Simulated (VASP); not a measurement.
Wanted: the native input for a VASP 6.6.1 run.

```yaml
Task: single point
Functional: PBEsol
Potentials_or_basis: VASP PAW PBE potentials, release 64 (Zr_sv, S)
Cutoff: 520 eV
k_mesh: 14 × 14 × 14
Occupations: fermi-dirac, width 0.15 eV
Spin: no spin polarisation
Dipole_correction: no
Further_INCAR_settings: ALGO = Normal; EDIFF = 1e-06; NBANDS = 16
```

The structure of ZrS lies in POSCAR:

```
ZrS
1.0
    0.0000000000      2.6017025757      2.6017025757
    2.6017025757      0.0000000000      2.6017025757
    2.6017025757      2.6017025757      0.0000000000
Zr S
1 1
Direct
    0.0000000000      0.0000000000      0.0000000000
    0.5000000000      0.5000000000      0.5000000000
```

The input as run:

INCAR

```
PREC = Accurate ; ENCUT = 520
EDIFF = 1E-6 ; ISMEAR = -1
SIGMA = 0.15 ; LREAL = F
LASPH = T ; NELM = 100
ALGO = Normal ; ISIF = 2
LWAVE = F ; LCHARG = F
GGA = PS ; NBANDS = 16
```

KPOINTS

```
regular mesh
0
Gamma
  14 14 14
```

Potentials or basis: VASP PAW PBE potentials, release 64 (Zr_sv, S).

Run with:

```sh
$ cat potpaw_PBE.64/Zr_sv/POTCAR potpaw_PBE.64/S/POTCAR > POTCAR
$ mpirun -np 1 vasp_std > vasp.out
```

It gave:

* Pressure: -2.6 GPa
* Band gap on the k mesh: zero (bands 9 and 10 overlap by 2.95 eV)

Caveat: the PAW data sets were made with another functional, which shifts forces and pressure a little.

It took 47 s on 1 thread of Intel(R) Xeon(R) Platinum 8375C CPU @ 2.90GHz (Ice Lake) (shared host), peak memory 0.2 GiB.
